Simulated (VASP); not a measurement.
A run of VASP 6.6.1 is set up as follows.

The input INCAR:

```
ALGO = Normal ; EDIFF = 1E-6
ENCUT = 500 ; GGA = PS
GGA_COMPAT = F ; ISIF = 2
ISMEAR = -1 ; LASPH = T
LCHARG = F ; LREAL = F
LWAVE = F ; NBANDS = 16
NELM = 120 ; PREC = Accurate
SIGMA = 0.05
```

Contents of KPOINTS:

```
k-points
0
Gamma
  7 7 7
```

Contents of POSCAR:

```
ZnS
1.0
    0.0000000000      2.8100800000      2.7020000000
    2.8100800000      0.0000000000      2.7020000000
    2.8100800000      2.8100800000      0.0000000000
Zn S
1 1
Direct
    0.7500000000      0.7500000000      0.7500000000
    0.0000000000      0.0000000000      0.0000000000
```

Potentials or basis: VASP PAW PBE potentials, release 64 (Zn, S).

Command:

```console
$ cat potpaw_PBE.64/Zn/POTCAR potpaw_PBE.64/S/POTCAR > POTCAR
$ mpirun -np 1 vasp_std > vasp.out
```

**Question.** Estimate the band gap on the k mesh.

**Answer.** 1.56 eV.

**Question.** What does it give for the pressure?

**Answer.** -6.4 GPa.

Stress tensor (GPa, compression positive):
```
-6.98  0.00  0.00
 0.00 -6.98  0.00
 0.00  0.00 -5.34
```

Caveat: the cell stands under tension; the PAW data sets were made with another functional, which shifts forces and pressure a little.
